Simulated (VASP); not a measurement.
Wanted: the native input for a VASP 6.6.1 run.

* Task: single point
* Functional: PBEsol
* Dispersion: D3(BJ)
* Potentials or basis: VASP PAW PBE potentials, release 64 (Bi_d, Se)
* Cutoff: 520 eV
* k mesh: 8 × 8 × 8
* Occupations: fermi-dirac, width 0.05 eV
* Spin: no spin polarisation
* Dipole correction: no
* Further INCAR settings: ALGO = Normal; EDIFF = 1e-06; NBANDS = 32

The structure of Bi2Se3 lies in POSCAR:

```
Bi2Se3
1.0
    2.0408289421      1.1782731391      9.2177679215
   -2.0408289421      1.1782731391      9.2177679215
    0.0000000000     -2.3565462782      9.2177679215
Bi Se
2 3
Direct
    0.5981270109      0.5981270109      0.5981270109
    0.4018729891      0.4018729891      0.4018729891
    0.7922246575      0.7922246575      0.7922246575
    0.2077753425      0.2077753425      0.2077753425
    0.0000000000      0.0000000000      0.0000000000
```

The input as run:

INCAR

```
SYSTEM = Bi2Se3
PREC     = Accurate       ! precision mode
ENCUT    = 520            ! plane-wave cutoff, eV
EDIFF    = 1E-6           ! SCF threshold, eV
ISMEAR   = -1             ! smearing method
SIGMA    = 0.05           ! smearing width, eV
LREAL    = .FALSE.        ! projectors in reciprocal space
LASPH    = .TRUE.         ! aspherical terms in the spheres
NELM     = 80             ! most SCF steps
ALGO     = Normal         ! electronic algorithm
ISIF     = 2              ! what is computed and relaxed
LWAVE    = .FALSE.        ! write WAVECAR
LCHARG   = .FALSE.        ! write CHGCAR
GGA      = PS             ! functional
IVDW     = 12             ! dispersion correction
NBANDS   = 32             ! bands
```

KPOINTS

```
regular mesh
0
G
  8 8 8
  0 0 0
```

Potentials or basis: VASP PAW PBE potentials, release 64 (Bi_d, Se).

The run is started by

```bash
$ cat potpaw_PBE.64/Bi_d/POTCAR potpaw_PBE.64/Se/POTCAR > POTCAR
$ mpirun -np 1 vasp_std > vasp.out
```

It gave:

```json
{
 "Pressure": "0.1 GPa",
 "Largest force": "0.018 eV/Å",
 "Band gap on the k mesh": "0.04 eV",
 "Dispersion energy per atom": "-0.401 eV"
}
```

Caveat: the PAW data sets were made with another functional, which shifts forces and pressure a little; spin-orbit coupling is left out, which moves the levels of the heavy elements.

It took 50 min on 1 thread of Intel Xeon 8259CL, with other jobs on the host, peak memory 0.8 GiB.
